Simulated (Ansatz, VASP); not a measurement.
## Al2Cu in VASP and in Ansatz

INCAR

```
  PREC = Accurate
  ENCUT = 520
  EDIFF = 1E-6
  ISMEAR = 0
  SIGMA = 0.1
  LREAL = False
  LASPH = True
  NELM = 80
  ALGO = Normal
  ISIF = 2
  LWAVE = False
  LCHARG = False
  GGA = PE
  IVDW = 12
  NBANDS = 26
```

KPOINTS

```
Automatic mesh
0
Gamma
  6 6 6
```

File POSCAR:

```
Al2Cu
1.0
   -2.9988978300      2.9988978300      2.3927372900
    2.9988978300     -2.9988978300      2.3927372900
    2.9988978300      2.9988978300     -2.3927372900
Al Cu
4 2
Direct
    0.3413930800      0.1586069200      0.5000000000
    0.1586069200      0.6586069200      0.8172138400
    0.8413930800      0.3413930800      0.1827861600
    0.6586069200      0.8413930800      0.5000000000
    0.7500000000      0.7500000000      0.0000000000
    0.2500000000      0.2500000000      0.0000000000
```

Input for Ansatz:

```yaml
crystal:
  lattice:
    - [-2.99889783, 2.99889783, 2.39273729]
    - [2.99889783, -2.99889783, 2.39273729]
    - [2.99889783, 2.99889783, -2.39273729]
  atoms:
    - { symbol: Al, position: [0.34139308, 0.15860692, 0.5] }
    - { symbol: Al, position: [0.15860692, 0.65860692, 0.81721384] }
    - { symbol: Al, position: [0.84139308, 0.34139308, 0.18278616] }
    - { symbol: Al, position: [0.65860692, 0.84139308, 0.5] }
    - { symbol: Cu, position: [0.75, 0.75, 0.0] }
    - { symbol: Cu, position: [0.25, 0.25, 0.0] }
basis:
  ecutwfc: 420
kpoints:
  mp_grid: { grid: [6, 6, 6] }
hamiltonian:
  xc: pbe
  dispersion: d3bj
  pseudopotentials: { kind: paw, azcp: { folder: soft_1 } }
scf:
  occupations: { method: gaussian, width: 0.1 }
output:
  forces: true
  stress: true
  eigenvalues: true
```

Alike in both runs: task single point; functional PBE; dispersion D3(BJ); k mesh 6 × 6 × 6; occupations gaussian, width 0.1 eV; no spin polarisation.

|  | VASP | Ansatz |
| --- | --- | --- |
| version | VASP 6.6.1 | Ansatz 0.2.0 |
| potentials or method | VASP PAW PBE potentials, release 64 (Al, Cu), cutoff 520 eV | scalar-relativistic, plane waves, PAW |
| valence electrons in the cell | 34 | 50 |

VASP gave:

* gap on the k mesh at the Fermi level (eV): none
* pressure (GPa): -0.5
* traceless stress, the component that is largest in VASP (GPa): 2.55
* rms of the force components (eV/Å): 0.028

Which values does Ansatz return?

gap on the k mesh at the Fermi level (eV): none; pressure (GPa): -0.6; traceless stress, the component that is largest in VASP (GPa): 2.63; rms of the force components (eV/Å): 0.026.

Atom by atom the forces differ by 0.002 eV/Å (rms over components). A gap of «none» marks a metal or a gap that the smearing closes. VASP's potentials hold 34 valence electrons a cell and Ansatz's 50, so a difference there can come from the potentials and not from the codes.
